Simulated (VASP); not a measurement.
The system is MgO.

```
Mg O
1.0
     2.93802    0.00000    0.00000
    -1.46901    2.54440    0.00000
     0.00000    0.00000    2.67968
Mg O
1 1
Direct
  0.00000 0.00000 0.00000
  0.33333 0.66667 0.50000
```

```yaml
Program: VASP 6.6.1
Task: relaxation of cell and atoms
Functional: PBEsol-based screened hybrid with 25 % exact exchange
Potentials_or_basis: VASP PAW PBE potentials, release 64 (Mg, O)
Cutoff: 600 eV
k_mesh: 5 × 5 × 5
Occupations: fermi-dirac, width 0.05 eV
Spin: no spin polarisation
```

At the start: pressure -8.9 GPa; volume 10.02 Å³/atom.

Question: Where does the relaxation end?

Answer: Over 5 steps the energy falls by 17.3 meV/atom and the volume is 9.42 Å³/atom (-6.0 %); space group P-6m2 (No. 187, to 0.1 Å) before and after.

The path:
| step | energy change (eV) | largest force (eV/Å) | pressure (GPa) | volume (Å³) |
| --- | --- | --- | --- | --- |
| 1 | 0.0000 | 0.0000 | -8.86 | 20.03 |
| 2 | -0.0295 | 0.0000 | 3.60 | 18.47 |
| 3 | -0.0341 | 0.0000 | -0.10 | 18.87 |
| 4 | -0.0345 | 0.0000 | 0.10 | 18.82 |
| 5 | -0.0347 | 0.0000 | 0.02 | 18.84 |

Final structure:
```
Mg O
1.0
     2.87742    0.00000    0.00000
    -1.43871    2.49192    0.00000
     0.00000    0.00000    2.62720
Mg O
1 1
Cartesian
  0.0000 0.0000 0.0000
  0.0000 1.6613 1.3136
```

Caveat: the k points lie up to 0.50 Å⁻¹ apart in the final cell; the PAW data sets were made with another functional, which shifts forces and pressure a little.
